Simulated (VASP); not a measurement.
Fe3Ge:

```
Fe Ge
1.0
     3.66050    0.00000    0.00000
     0.00000    3.66050    0.00000
     0.00000    0.00000    3.66050
Fe Ge
3 1
Direct
  0.00000 0.50000 0.50000
  0.50000 0.50000 0.00000
  0.50000 0.00000 0.50000
  0.00000 0.00000 0.00000
```

Base run:

```yaml
Program: VASP 6.6.1
Functional: PBEsol
Potentials_or_basis: VASP PAW PBE potentials, release 64 (Fe, Ge_d)
Cutoff: 520 eV
k_mesh: 9 × 9 × 9
Occupations: fermi-dirac, width 0.03 eV
Spin: collinear spin, ferromagnetic start
Starting_moments: "[1.08, 1.08, 1.08, 0.0] μB"
Fixed_moment: 3.24 μB
```

Its results: pressure -20.9 GPa; site moments Fe +1.10; Ge -0.08 μB.

Q: After a change of settings the same cell gave: pressure -23.4 GPa; site moments Fe +0.56; Ge -0.06 μB. Which change was it?
A. fixed moment from 3.24 μB to 4.54 μB; moments at the start from [1.08, 1.08, 1.08, 0.0] to [1.51, 1.51, 1.51, 0.0]
B. fixed moment from 3.24 μB to 1.62 μB; moments at the start from [1.08, 1.08, 1.08, 0.0] to [0.54, 0.54, 0.54, 0.0]
C. further incar settings from ALGO = Normal; EDIFF = 1e-06; NBANDS = 31 to ALGO = Normal; EDIFF = 1e-07; NBANDS = 31

A: B.

Caveats: the PAW data sets were made with another functional, which shifts forces and pressure a little; the total moment is fixed, so each spin has its own Fermi level.
